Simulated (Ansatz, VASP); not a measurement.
Two plane-wave programs on NbP

Contents of INCAR:

```
SYSTEM = NbP
  PREC = Accurate
  ENCUT = 520
  EDIFF = 1E-6
  ISMEAR = 0
  SIGMA = 0.03
  LREAL = .FALSE.
  LASPH = .TRUE.
  NELM = 80
  ALGO = Normal
  ISIF = 2
  LWAVE = .FALSE.
  LCHARG = .FALSE.
  GGA = PE
  NBANDS = 26
```

Contents of KPOINTS:

```
Automatic mesh
0
G
  11 11 11
  0 0 0
```

File POSCAR:

```
NbP
1.0
   -1.6749232544      1.6749232544      5.7401081759
    1.6749232544     -1.6749232544      5.7401081759
    1.6749232544      1.6749232544     -5.7401081759
Nb P
2 2
Direct
    0.2498808000      0.7498808000      0.5000000000
    0.4998808000      0.4998808000      0.0000000000
    0.8327477700      0.3327477700      0.5000000000
    0.0827477700      0.0827477700      0.0000000000
```

File input.yaml:

```yaml
crystal:
  lattice:
    - [-1.6749232544, 1.6749232544, 5.7401081759]
    - [1.6749232544, -1.6749232544, 5.7401081759]
    - [1.6749232544, 1.6749232544, -5.7401081759]
  atoms:
    - { symbol: Nb, position: [0.2498808, 0.7498808, 0.5] }
    - { symbol: Nb, position: [0.4998808, 0.4998808, 0.0] }
    - { symbol: P, position: [0.83274777, 0.33274777, 0.5] }
    - { symbol: P, position: [0.08274777, 0.08274777, 0.0] }
hamiltonian:
  xc: pbe
  pseudopotentials: { kind: paw }
kpoints:
  mp_grid: { grid: [11, 11, 11] }
scf:
  occupations: { method: gaussian, width: 0.03 }
output:
  forces: true
  stress: true
  eigenvalues: true
```

Alike in both runs: task single point; functional PBE; k mesh 11 × 11 × 11; occupations gaussian, width 0.03 eV; no spin polarisation.

|  | VASP | Ansatz |
| --- | --- | --- |
| version | VASP 6.6.1 | Ansatz 0.2.0 |
| potentials or method | VASP PAW PBE potentials, release 64 (Nb_sv, P) | Ansatz PAW |
| plane-wave cutoff (eV) | 520 | 420 |
| valence electrons in the cell | 36 | 36 |

|  | VASP | Ansatz | Ansatz less VASP |
| --- | --- | --- | --- |
| gap on the k mesh at the Fermi level (eV) | none | none | - |
| pressure (GPa) | -1.5 | -1.1 | +0.39 |
| traceless stress, the component that is largest in VASP (GPa) | -0.27 | -0.30 | -0.022 |
| rms of the force components (eV/Å) | 0.011 | 0.011 | +0.0008 |

Atom by atom the forces differ by 0.001 eV/Å (rms over components). A gap of «none» marks a metal or a gap that the smearing closes. The functional is the same, so the differences come from potentials, cutoffs and numerics.
